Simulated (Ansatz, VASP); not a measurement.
## Two plane-wave programs on As

```xyz
2
Lattice="3.5002 0.0000 0.0000 -1.7501 3.0931 0.0000 0.0000 0.0000 28.5742" Properties=species:S:1:pos:R:3 pbc="T T T"
As    0.0000    2.0660   13.5833
As    1.7501    1.0271   14.9909
```

Change from the starting cell: strain along x -0.020, atoms relaxed.

Alike in both runs: functional PBE; dispersion D3(BJ); k mesh 9 × 9 × 1; occupations gaussian, width 0.02 eV; no spin polarisation.

Ansatz relaxed the structure, and its values are those at the end. VASP's run is a single point on that final structure, the one shown.

|  | VASP | Ansatz |
| --- | --- | --- |
| version | VASP 6.6.1 | Ansatz 0.2.0 |
| potentials or method | VASP PAW PBE potentials, release 64 (As), cutoff 520 eV | scalar-relativistic, plane waves, PAW |
| valence electrons in the cell | 10 | 30 |

```tsv
	VASP	Ansatz	Ansatz less VASP
gap on the k mesh at the Fermi level (eV)	1.30	1.29	-0.003
least direct gap on the mesh (eV)	2.01	2.02	+0.012
rms of the force components (eV/Å)	0.054	0.005	-0.0483
```

VASP's potentials hold 10 valence electrons a cell and Ansatz's 30, so a difference there can come from the potentials and not from the codes. Ansatz's warnings: stress scf threshold loose.
